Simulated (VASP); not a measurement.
A run of VASP 6.6.1 is set up as follows.

File POSCAR:

```
Hg
1.0
    1.7300004553      0.9988162286      2.2340000000
   -1.7300004553      0.9988162286      2.2340000000
    0.0000000000     -1.9976324571      2.2340000000
Hg
1
Direct
    0.0000000000      0.0000000000      0.0000000000
```

The input INCAR.step1:

```
SYSTEM = Hg
PREC = Accurate
ENCUT = 520
ISMEAR = 0
SIGMA = 0.15
LREAL = .False.
LASPH = .True.
NELM = 80
NBANDS = 12
GGA = PE
ALGO = Normal
EDIFF = 1E-4
LWAVE = .True.
LCHARG = .False.
```

The input INCAR.step2:

```
SYSTEM = Hg
PREC = Accurate
ENCUT = 520
EDIFF = 1E-6
ISMEAR = 0
SIGMA = 0.15
LREAL = .False.
LASPH = .True.
NELM = 80
ALGO = Normal
ISIF = 2
LWAVE = .False.
LCHARG = .False.
METAGGA = R2SCAN
LMIXTAU = .True.
NBANDS = 12
ISTART = 1
```

The input KPOINTS:

```
Automatic mesh
0
Gamma
  18 18 18
  0 0 0
```

Potentials or basis: VASP PAW PBE potentials, release 64 (Hg).

Command:

```sh
$ cat potpaw_PBE.64/Hg/POTCAR > POTCAR
$ cp INCAR.step1 INCAR
$ mpirun -np 1 vasp_std > vasp.out
$ cp INCAR.step2 INCAR
$ mpirun -np 1 vasp_std > vasp.out
```

Question: What does it give for the band gap on the k mesh?

Answer: Zero (bands 6 and 7 overlap by 3.22 eV).

Question: Predict the pressure.

Answer: 4.9 GPa.

Caveat: the cell stands under pressure; the PAW data sets were made with another functional, which shifts forces and pressure a little; spin-orbit coupling is left out, which moves the levels of the heavy elements.
